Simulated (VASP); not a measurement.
La2O3, 5 atoms in the cell. The structure is trigonal, space group P-3m1 (No. 164). Conventional cell: a = 3.883 Å, b = 3.883 Å, c = 5.951 Å, α = 90.00°, β = 90.00°, γ = 120.00°. Within 3.1 Å of La (site symmetry 3m) lie 7 O at 2.33 to 2.67 Å. O (site symmetry -3m) has 6 La at 2.67 Å and 6 O at 3.07 Å within 3.5 Å. Within 3.1 Å of O (site symmetry 3m) lie 4 La at 2.33 to 2.40 Å and 6 O at 2.84 to 3.07 Å. 

- Program: VASP 6.6.1
- Task: single point
- Functional: LDA
- Potentials or basis: VASP PAW LDA potentials, release 64 (La, O)
- Cutoff: 520 eV
- k mesh: 6 × 6 × 4
- Occupations: fermi-dirac, width 0.02 eV
- Spin: no spin polarisation
- Dipole correction: no
- Further INCAR settings: ALGO = Normal; EDIFF = 1e-06; NBANDS = 28

Potentials or basis: VASP PAW LDA potentials, release 64 (La, O).

Run with:

```console
$ cat potpaw_LDA.64/La/POTCAR potpaw_LDA.64/O/POTCAR > POTCAR
$ mpirun -np 1 vasp_std > vasp.out
```

Hardware: 1 thread of Intel(R) Xeon(R) Platinum 8259CL CPU @ 2.50GHz (Skylake/Cascade Lake), on a shared host.

Q: How long does it take, and how much memory?

A: It took 64 s on 1 thread of Intel(R) Xeon(R) Platinum 8259CL CPU @ 2.50GHz (Skylake/Cascade Lake) (shared host), peak memory 0.2 GiB. Counts: scf iterations 16, k points 24.
